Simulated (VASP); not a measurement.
A run of VASP 6.6.1:

Contents of INCAR:

```
SYSTEM = HfC
  PREC = Accurate
  ENCUT = 520
  EDIFF = 1E-6
  ISMEAR = 0
  SIGMA = 0.15
  LREAL = .False.
  LASPH = .True.
  NELM = 60
  ALGO = Normal
  ISIF = 2
  LWAVE = .False.
  LCHARG = .True.
  GGA = PE
  LELF = .True.
  LVHAR = .True.
  NBANDS = 14
```

KPOINTS

```
Automatic mesh
0
Gamma
  18 18 18
  0 0 0
```

The input POSCAR:

```
HfC
1.0
    0.0000000000      2.3250000000      2.3250000000
    2.3250000000      0.0000000000      2.3250000000
    2.3250000000      2.3250000000      0.0000000000
Hf C
1 1
Direct
    0.5000000000      0.5000000000      0.5000000000
    0.0000000000      0.0000000000      0.0000000000
```

Potentials or basis: VASP PAW PBE potentials, release 64 (Hf_pv, C).

Launch:

```sh
$ cat potpaw_PBE.64/Hf_pv/POTCAR potpaw_PBE.64/C/POTCAR > POTCAR
$ mpirun -np 1 vasp_std > vasp.out
```

Hardware: 1 thread of Intel(R) Xeon(R) 6975P-C (Granite Rapids) (shared host).

Problem. Estimate the wall time of this run.

Solution. It took 15 s on 1 thread of Intel(R) Xeon(R) 6975P-C (Granite Rapids), on a shared host, peak memory 0.19 GiB. Counts: scf iterations 12, k points 195.
